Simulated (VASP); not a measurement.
A run of VASP 6.6.1 is set up as follows.

File INCAR:

```
SYSTEM = KI
ALGO = Normal
EDIFF = 1E-7
EDIFFG = -0.005
ENCUT = 600
GGA = PS
IBRION = 2
ISIF = 3
ISMEAR = -1
LASPH = .TRUE.
LCHARG = .FALSE.
LREAL = .FALSE.
LWAVE = .FALSE.
NELM = 60
NSW = 80
PREC = Accurate
SIGMA = 0.02
```

KPOINTS

```
k-points
0
G
  6 6 4
  0 0 0
```

File POSCAR:

```
KI
1.0
    2.4856454674     -4.3033638506      0.0000000000
    2.4856454674      4.3033638506      0.0000000000
    0.0000000000      0.0000000000      8.6793140109
K I
2 2
Direct
    0.5000000000      0.5000000000      0.5000000000
    0.5000000000      0.5000000000      0.0000000000
    0.8332197467      0.1667802533      0.2500000000
    0.1667802533      0.8332197467      0.7500000000
```

Potentials or basis: VASP PAW PBE potentials, release 64 (K_sv, I).

Run with:

```console
$ cat potpaw_PBE.64/K_sv/POTCAR potpaw_PBE.64/I/POTCAR > POTCAR
$ mpirun -np 1 vasp_std > vasp.out
```

(1) What does it give for the relaxed volume?

(2) Predict the relaxed cell.

Results:

(1) 43.32 Å³/atom.

(2) a = 4.846 Å, b = 4.846 Å, c = 8.521 Å, α = 90.00°, β = 90.00°, γ = 120.01°.

Caveat: the PAW data sets were made with another functional, which shifts forces and pressure a little.
